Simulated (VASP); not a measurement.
# Li3Pt (P1) in VASP: notebook

The runs below take Li3Pt through single point, with LDA.

Program: VASP 6.6.1. These are calculated values, not measurements. Logs are shortened: lines on timing, memory, paths and dates and some standing lists are left out, and cuts for length are marked.

### Step 1. The cell of the first run

The typed cell holds 4 atoms: a = 4.579 Å, b = 4.579 Å, c = 4.579 Å, α = 129.20°, β = 129.20°, γ = 74.69°.

### Step 2. Single point, LDA

File INCAR:

```
SYSTEM = Li3Pt
PREC = Accurate
ENCUT = 520
EDIFF = 1E-6
ISMEAR = -1
SIGMA = 0.1
LREAL = .False.
LASPH = .True.
NELM = 80
ALGO = Normal
ISIF = 2
LWAVE = .False.
LCHARG = .False.
NBANDS = 18
```

File KPOINTS:

```
regular mesh
0
Gamma
  5 5 6
  0 0 0
```

File POSCAR:

```
Li3Pt
1.0
   -1.9642800000      1.9642800000      3.6403000000
    1.9642800000     -1.9642800000      3.6403000000
    1.9642800000      1.9642800000     -3.6403000000
Li Pt
3 1
Direct
    0.7464800000      0.2309100000      0.4840600000
    0.2619700000      0.7803800000      0.5461600000
    0.5201100000      0.5072200000      0.0147200000
    0.0048900000      0.9847300000      0.9852100000
```

Potentials or basis: VASP PAW LDA potentials, release 64 (Li_sv, Pt).

Command:

```bash
> cat potpaw_LDA.64/Li_sv/POTCAR potpaw_LDA.64/Pt/POTCAR > POTCAR
> mpirun -np 1 vasp_std > vasp.out
```

OUTCAR:

```text
SYSTEM = Li3Pt
   PREC = Accurate
   ENCUT = 520
   EDIFF = 1E-6
   ISMEAR = -1
   LREAL = .False.
   LASPH = .True.
   NELM = 80
   ISIF = 2

 ion  position               nearest neighbor table
   1  0.746  0.231  0.484-   3 2.58   4 2.64   4 2.66   4 2.70   4 2.71
   2  0.262  0.780  0.546-   4 2.52   4 2.67   4 2.74   4 2.81
   3  0.520  0.507  0.015-   1 2.58   4 2.70   4 2.76   4 2.80   4 2.86
   4  0.005  0.985  0.985-   2 2.52   1 2.64   1 2.66   2 2.67   3 2.70   1 2.70   1 2.71   2 2.74
                             3 2.76   3 2.80   2 2.81   3 2.86

  LATTYP: Found a body centered tetragonal cell.
 ALAT       =     3.9285600000
 C/A-ratio  =     1.8532490276

  Lattice vectors:

 A1 = (  -1.9642800000,   1.9642800000,   3.6403000000)
 A2 = (   1.9642800000,  -1.9642800000,   3.6403000000)
 A3 = (   1.9642800000,   1.9642800000,  -3.6403000000)

Analysis of symmetry for initial positions (statically):
=====================================================================
 Subroutine PRICEL returns:
 Original cell was already a primitive cell.

 Routine SETGRP: Setting up the symmetry group for a
 body centered tetragonal supercell.

 Subroutine GETGRP returns: Found  1 space group operations
 (whereof  1 operations were pure point group operations)
 out of a pool of 16 trial point group operations.

The static configuration has the point symmetry C_1 .

Analysis of symmetry for dynamics (positions and initial velocities):
=====================================================================
 Subroutine PRICEL returns:
 Original cell was already a primitive cell.

 Routine SETGRP: Setting up the symmetry group for a
 body centered tetragonal supercell.

 Subroutine GETGRP returns: Found  1 space group operations
 (whereof  1 operations were pure point group operations)
 out of a pool of 16 trial point group operations.

The dynamic configuration has the point symmetry C_1 .

 Subroutine INISYM returns: Found  1 space group operations
 (whereof  1 operations are pure point group operations),
 and found     1 'primitive' translations

----------------------------------------------------------------------------------------

                                     Primitive cell

  volume of cell :      56.1829

  direct lattice vectors                    reciprocal lattice vectors
    -1.964280000  1.964280000  3.640300000     0.000000000  0.254546195  0.137351317
     1.964280000 -1.964280000  3.640300000     0.254546195  0.000000000  0.137351317
     1.964280000  1.964280000 -3.640300000     0.254546195  0.254546195  0.000000000

  length of vectors
     4.579145764  4.579145764  4.579145764     0.289238915  0.289238915  0.359982681

  position of ions in fractional coordinates (direct lattice)
     0.746480000  0.230910000  0.484060000
     0.261970000  0.780380000  0.546160000
     0.520110000  0.507220000  0.014720000
     0.004890000  0.984730000  0.985210000

  ion indices of the primitive-cell ions
   primitive index   ion index
                 1           1
                 2           2
                 3           3
                 4           4

----------------------------------------------------------------------------------------

 KPOINTS: regular mesh

Automatic generation of k-mesh.
 Grid dimensions read from file:
 generate k-points for:    5    5    6

 Generating k-lattice:

  Cartesian coordinates                     Fractional coordinates (reciprocal lattice)
     0.000000000  0.050909239  0.027470263     0.200000000  0.000000000 -0.000000000
     0.050909239  0.000000000  0.027470263     0.000000000  0.200000000 -0.000000000
     0.042424366  0.042424366  0.000000000     0.000000000  0.000000000  0.166666667

  Length of vectors
     0.057847783  0.057847783  0.059997114

  Shift w.r.t. Gamma in fractional coordinates (k-lattice)
     0.000000000  0.000000000  0.000000000

 -----------------------------------------------------------------------------
|                                                                             |
|           W    W    AA    RRRRR   N    N  II  N    N   GGGG   !!!           |
|           W    W   A  A   R    R  NN   N  II  NN   N  G    G  !!!           |
|           W    W  A    A  R    R  N N  N  II  N N  N  G       !!!           |
|           W WW W  AAAAAA  RRRRR   N  N N  II  N  N N  G  GGG   !            |
|           WW  WW  A    A  R   R   N   NN  II  N   NN  G    G                |
|           W    W  A    A  R    R  N    N  II  N    N   GGGG   !!!           |
|                                                                             |
|     Your reciprocal lattice and k-lattice belong to different lattice       |
|     classes:                                                                |
|                                                                             |
|        The reciprocal lattice is body-centered tetragonal,                  |
|        whereas your k-lattice is base-centered monoclinic.                  |
|                                                                             |
|     Results are often still useful ...                                      |
|                                                                             |
 -----------------------------------------------------------------------------

 WARNING: IBZKPT: internal override: KBLOWUP is changed to .FALSE.
      ... skipping the blow-up phase ...

 Subroutine IBZKPT returns following result:
 ===========================================

 Found     76 irreducible k-points:

 Following reciprocal coordinates:
            Coordinates               Weight
  0.000000  0.000000  0.000000      1.000000
  0.200000  0.000000 -0.000000      2.000000
  0.400000 -0.000000 -0.000000      2.000000
  0.000000  0.200000 -0.000000      2.000000
  0.200000  0.200000 -0.000000      2.000000
  0.400000  0.200000  0.000000      2.000000
[... 16 lines left out ...]
 -0.200000  0.200000  0.166667      2.000000
 -0.000000  0.400000  0.166667      2.000000
 [... further k-points ...]
   k-points           NKPTS =     76   k-points in BZ     NKDIM =     76   number of bands    NBANDS=     18
   number of dos      NEDOS =    301   number of ions     NIONS =      4
   total plane-waves  NPLWV =  46656
   dimension x,y,z NGX =    36 NGY =   36 NGZ =   36
   dimension x,y,z NGXF=    72 NGYF=   72 NGZF=   72
   ions per type =               3   1
   NGX,Y,Z   is equivalent  to a cutoff of  13.07, 13.07, 13.07 a.u.
   NGXF,Y,Z  is equivalent  to a cutoff of  26.14, 26.14, 26.14 a.u.
 SYSTEM =  Li3Pt
   PREC   = accura    normal or accurate (medium, high low for compatibility)
   ISTART =      0    job   : 0-new  1-cont  2-samecut
   ICHARG =      2    charge: 1-file 2-atom 10-const
   ISPIN  =      1    spin polarized calculation?
   LNONCOLLINEAR =      F non collinear calculations
   LSORBIT =      F    spin-orbit coupling
   LASPH  =      T    aspherical Exc in radial PAW
   ENCUT  =  520.0 eV  38.22 Ry    6.18 a.u.   8.51  8.51  8.51*2*pi/ulx,y,z
   NELM   =     80;   NELMIN=  2; NELMDL= -5     # of ELM steps
   EDIFF  = 0.1E-05   stopping-criterion for ELM
   LREAL  =      F    real-space projection
   EDIFFG = 0.1E-04   stopping-criterion for IOM
   NSW    =      0    number of steps for IOM
   IBRION =     -1    ionic relax: 0-MD 1-quasi-New 2-CG
   NFREE  =      0    steps in history (QN), initial steepest desc. (CG)
   ISIF   =      2    stress and relaxation
   ISYM   =      2    0-nonsym 1-usesym 2-fastsym
   POTIM  = 0.5000    time-step for ionic-motion
   TEBEG  =    0.0;   TEEND  =   0.0 temperature during run
   PSTRESS=    0.0 pullay stress
   NELECT =      19.0000    total number of electrons
   NUPDOWN=      -1.0000    fix difference up-down
   EMIN   =  10.00;   EMAX   =-10.00  energy-range for DOS
   EFERMI =   0.00;   METHOD = LEGACY
   ISMEAR =    -1;   SIGMA  =   0.10  broadening in eV -4-tet -1-fermi 0-gaus
   EFERMI_NEDOS =   21; number of points for ismear=-14 and -15
   IALGO  =     38    algorithm
   IMIX   =      4    mixing-type and parameters
     AMIX     =   0.40;   BMIX     =  1.00
     AMIX_MAG =   1.60;   BMIX_MAG =  1.00
  volume/ion in A,a.u.               =      14.05        94.79
  Fermi-wavevector in a.u.,A,eV,Ry     =   1.140577  2.155379 17.700044  1.300917
  Thomas-Fermi vector in A             =   2.277279
   LORBIT       =      0    0 simple, 1 ext, 2 COOP (PROOUT), +10 PAW based schemes
   GGA     = CA    functional components
   LHFCALC =     F    Hartree Fock is set to
   AEXX    =    0.0000 exact exchange contribution
   IVDW    =     0    specifies the selected vdW correction
   LEPSILON=     F    determine dielectric tensor
   LRPA    =     F    only Hartree local field effects (RPA)
 non-spin polarized calculation
  energy-cutoff  :      520.00
  volume of cell :       56.18
 maximum number of plane-waves:      1557
 NGX is ok and might be reduce to    36
   NGX = 17   NGY = 17   NGZ = 17

 number of electron      19.0000004 magnetization

 Free energy of the ion-electron system (eV)
  ---------------------------------------------------
  ext. energy  EPLUGINS =         0.00000000
  ---------------------------------------------------
  free energy    TOTEN  =       -15.14406430 eV

  energy without entropy =      -15.10867058  energy(sigma->0) =      -15.12636744

 E-fermi :   3.8047     XC(G=0):  -9.7339

 val. band max:        3.7935073703   @ k =   0.4000   0.4000   0.1667
 cond. band min:       3.8510201198   @ k =   0.4000   0.2000   0.1667
 fundamental gap:      0.0575127494
 Fermi energy:         3.8046542586

 k-point     1 :       0.0000    0.0000    0.0000
  band No.  band energies     occupation
      1     -40.9454      2.00000
      2     -40.6945      2.00000
      3     -40.6526      2.00000
      4      -1.6514      2.00000
      5       0.9383      2.00000
      6       1.2632      2.00000
[... 10 lines left out ...]
     17      12.8339      0.00000
     18      14.2744      0.00000

 k-point     2 :       0.2000    0.0000   -0.0000
  band No.  band energies     occupation
      1     -40.9433      2.00000
      2     -40.6918      2.00000
      3     -40.6567      2.00000
      4      -1.2769      2.00000
      5       1.0421      2.00000
      6       1.1284      2.00000
[... 10 lines left out ...]
     17      13.2414      0.00000
     18      14.2810      0.00000

 k-point     3 :       0.4000   -0.0000   -0.0000
  band No.  band energies     occupation
      1     -40.9400      2.00000
      2     -40.6844      2.00000
      3     -40.6663      2.00000
      4      -0.4885      2.00000
      5       0.8495      2.00000
      6       1.3771      2.00000
[... 10 lines left out ...]
     17      14.3586      0.00000
     18      15.4290      0.00000

 k-point     4 :       0.0000    0.2000   -0.0000
  band No.  band energies     occupation
      1     -40.9429      2.00000
      2     -40.6931      2.00000
      3     -40.6558      2.00000
      4      -1.2726      2.00000
      5       1.0007      2.00000
      6       1.1704      2.00000
[... 10 lines left out ...]
     17      13.3717      0.00000
     18      14.0988      0.00000

 k-point     5 :       0.2000    0.2000   -0.0000
  band No.  band energies     occupation
      1     -40.9405      2.00000
      2     -40.6912      2.00000
      3     -40.6594      2.00000
      4      -0.7352      2.00000
      5       1.0789      2.00000
      6       1.2298      2.00000
[... 10 lines left out ...]
     17      14.5559      0.00000
     18      15.8408      0.00000

 k-point     6 :       0.4000    0.2000    0.0000
  band No.  band energies     occupation
      1     -40.9386      2.00000
      2     -40.6844      2.00000
      3     -40.6674      2.00000
      4       0.0714      2.00000
      5       0.9729      2.00000
      6       1.2410      2.00000
[... 307 lines left out ...]
 k-point    21 :       0.4000    0.2000    0.1667
  band No.  band energies     occupation
      1     -40.9381      2.00000
      2     -40.6824      2.00000
      3     -40.6694      2.00000
      4       0.4765      2.00000
      5       1.0158      2.00000
      6       1.3219      2.00000
[... 10 lines left out ...]
     17      16.8143      0.00000
     18      17.4229      0.00000

 k-point    22 :      -0.4000    0.2000    0.1667
  band No.  band energies     occupation
      1     -40.9400      2.00000
      2     -40.6859      2.00000
      3     -40.6646      2.00000
      4      -0.2738      2.00000
      5       1.1228      2.00000
      6       1.1965      2.00000
[... 10 lines left out ...]
     17      15.5207      0.00000
     18      15.8570      0.00000

 k-point    23 :      -0.2000    0.2000    0.1667
  band No.  band energies     occupation
      1     -40.9410      2.00000
      2     -40.6884      2.00000
      3     -40.6616      2.00000
      4      -0.7535      2.00000
      5       0.9661      2.00000
      6       1.0636      2.00000
[... 10 lines left out ...]
     17      14.2453      0.00000
     18      15.0684      0.00000

 k-point    24 :      -0.0000    0.4000    0.1667
  band No.  band energies     occupation
      1     -40.9380      2.00000
      2     -40.6880      2.00000
      3     -40.6646      2.00000
      4      -0.0144      2.00000
      5       0.9288      2.00000
      6       1.1571      2.00000
[... 10 lines left out ...]
     17      14.7323      0.00000
     18      16.1844      0.00000

 [... further k-points ...]
[... 5 lines left out ...]
  --------------------------------------------------------------------------------------
  -------------------------------------------------------------------------------------
  Total       -1.2301846     -1.2371837     -1.4203682     -0.0216484     -0.0338517      0.1716356
  in kB      -35.0813988    -35.2809945    -40.5049002     -0.6173526     -0.9653553      4.8945640
  external PRESSURE =     -36.9557645 kB  Pullay stress =       0.0000000 kB

 VOLUME and BASIS-vectors are now :
 -----------------------------------------------------------------------------
  energy-cutoff  :      520.00
  volume of cell :       56.18
      direct lattice vectors                 reciprocal lattice vectors
    -1.964280000  1.964280000  3.640300000     0.000000000  0.254546195  0.137351317
     1.964280000 -1.964280000  3.640300000     0.254546195  0.000000000  0.137351317
     1.964280000  1.964280000 -3.640300000     0.254546195  0.254546195  0.000000000

 POSITION                                       TOTAL-FORCE (eV/Angst)
 -----------------------------------------------------------------------------------
     -0.06189      1.96355      1.79587         0.299719      0.123267      0.141137
      2.09111      0.05451      1.80628        -0.555839     -0.115798      0.167930
      0.00359      0.05423      3.68620        -0.043269     -0.063080     -0.155585
      3.85991      0.01055      0.01605         0.299389      0.055612     -0.153482
 -----------------------------------------------------------------------------------
    total drift:                               -0.000063      0.000016      0.000090

  FREE ENERGIE OF THE ION-ELECTRON SYSTEM (eV)
  ---------------------------------------------------
  free  energy   TOTEN  =       -15.1440643013 eV

  energy  without entropy=      -15.1086705813  energy(sigma->0) =      -15.12636744
```

Run time: 32 s. Hardware: 1 thread of Intel Xeon Platinum 8559C (Emerald Rapids), shared host; peak memory 0.21 GiB.

What came out:

* Free energy: -15.1441 eV
* Largest force: 0.592 eV/Å

Forces on the atoms (eV/Å):
```
Li   0.300  0.123  0.141
Li  -0.556 -0.116  0.168
Li  -0.043 -0.063 -0.156
Pt   0.299  0.056 -0.153
```

Levels at points of the mesh, in eV from the Fermi level:
```tsv
k point	band 6	band 7	band 8	band 9	band 10	band 11	band 12	band 13
(0.00, 0.00, 0.00)	-2.54	-2.52	-2.37	-1.86	3.13	4.96	4.96	5.74
(0.00, 0.00, 0.50)	-2.29	-2.11	-1.46	-0.93	-0.27	0.17	0.26	5.02
```

Caveat: the k points lie up to 0.38 Å⁻¹ apart; the cutoff is under 1.25 times the usual one of these potentials, so pressure, stress and relaxed cells hold a basis-set (Pulay) error; spin-orbit coupling is left out, which moves the levels of the heavy elements.

### Step 3. Single point, LDA

File INCAR:

```
  PREC = Accurate
  ENCUT = 520
  EDIFF = 1E-7
  ISMEAR = -1
  SIGMA = 0.1
  LREAL = F
  LASPH = T
  NELM = 100
  ALGO = Normal
  ISIF = 2
  LWAVE = F
  LCHARG = T
  LELF = T
  LVHAR = T
  NBANDS = 18
```

File KPOINTS:

```
Automatic mesh
0
Gamma
  5 5 6
```

POSCAR: that of step 2 with these lines changed.

```diff
@@ -9,3 +9,3 @@
     0.7464800000      0.2309100000      0.4840600000
-    0.2619700000      0.7803800000      0.5461600000
+    0.2619700000      0.7813981848      0.5471781848
     0.5201100000      0.5072200000      0.0147200000
```

Potentials or basis: VASP PAW LDA potentials, release 64 (Li_sv, Pt).

Command:

```bash
> cat potpaw_LDA.64/Li_sv/POTCAR potpaw_LDA.64/Pt/POTCAR > POTCAR
> mpirun -np 1 vasp_std > vasp.out
```

Run time: 39 s. Hardware: 1 thread of Intel Xeon Platinum 8559C (Emerald Rapids), shared host; peak memory 0.21 GiB.

The run converged. Its results:

| Property | Result |
| --- | --- |
| Free energy | -15.1418 eV |
| Largest force | 0.604 eV/Å |

Forces on the atoms (eV/Å):
```
Li   0.305  0.123  0.141
Li  -0.568 -0.116  0.170
Li  -0.041 -0.063 -0.154
Pt   0.304  0.055 -0.156
```

Levels at points of the mesh, in eV from the Fermi level:
```csv
k point,band 7,band 8,band 9,band 10,band 11,band 12
"(0.00, 0.00, 0.00)",-2.52,-2.37,-1.86,3.12,4.96,4.96
"(0.00, 0.00, 0.50)",-2.11,-1.46,-0.93,-0.27,0.17,0.26
```

Caveat: the k points lie up to 0.38 Å⁻¹ apart; the cutoff is under 1.25 times the usual one of these potentials, so pressure, stress and relaxed cells hold a basis-set (Pulay) error; spin-orbit coupling is left out, which moves the levels of the heavy elements.

### Step 4. Single point, LDA

File INCAR:

```
SYSTEM = Li3Pt
  PREC = Accurate
  ENCUT = 520
  EDIFF = 1E-7
  ISMEAR = -1
  SIGMA = 0.1
  LREAL = .FALSE.
  LASPH = .TRUE.
  NELM = 100
  ALGO = Normal
  ISIF = 2
  LWAVE = .FALSE.
  LCHARG = .FALSE.
  GGA = CA
  NBANDS = 18
```

File KPOINTS:

```
Automatic mesh
0
G
  5 5 6
  0 0 0
```

POSCAR: that of step 3 with these lines changed.

```diff
@@ -9,3 +9,3 @@
     0.7464800000      0.2309100000      0.4840600000
-    0.2619700000      0.7813981848      0.5471781848
+    0.2619700000      0.7793618152      0.5451418152
     0.5201100000      0.5072200000      0.0147200000
```

Command:

```bash
> cat potpaw_LDA.64/Li_sv/POTCAR potpaw_LDA.64/Pt/POTCAR > POTCAR
> mpirun -np 1 vasp_std > vasp.out
```

Run time: 38 s. Hardware: 1 thread of Intel Xeon Platinum 8559C (Emerald Rapids), shared host; peak memory 0.21 GiB.

The run converged. Its results:

```
Free energy   : -15.1463 eV
Largest force : 0.580 eV/Å
```

Forces in eV/Å, atoms in the order of the input:
```
Li   0.294  0.123  0.141
Li  -0.543 -0.116  0.166
Li  -0.045 -0.063 -0.157
Pt   0.294  0.056 -0.151
```

Levels at points of the mesh, in eV from the Fermi level:
```csv
k point,band 6,band 7,band 8,band 9,band 10,band 11,band 12,band 13
"(0.00, 0.00, 0.00)",-2.54,-2.52,-2.37,-1.86,3.13,4.96,4.96,5.74
"(0.00, 0.00, 0.50)",-2.29,-2.11,-1.46,-0.93,-0.27,0.17,0.26,5.02
```

Caveat: the k points lie up to 0.38 Å⁻¹ apart; the cutoff is under 1.25 times the usual one of these potentials, so pressure, stress and relaxed cells hold a basis-set (Pulay) error; spin-orbit coupling is left out, which moves the levels of the heavy elements.
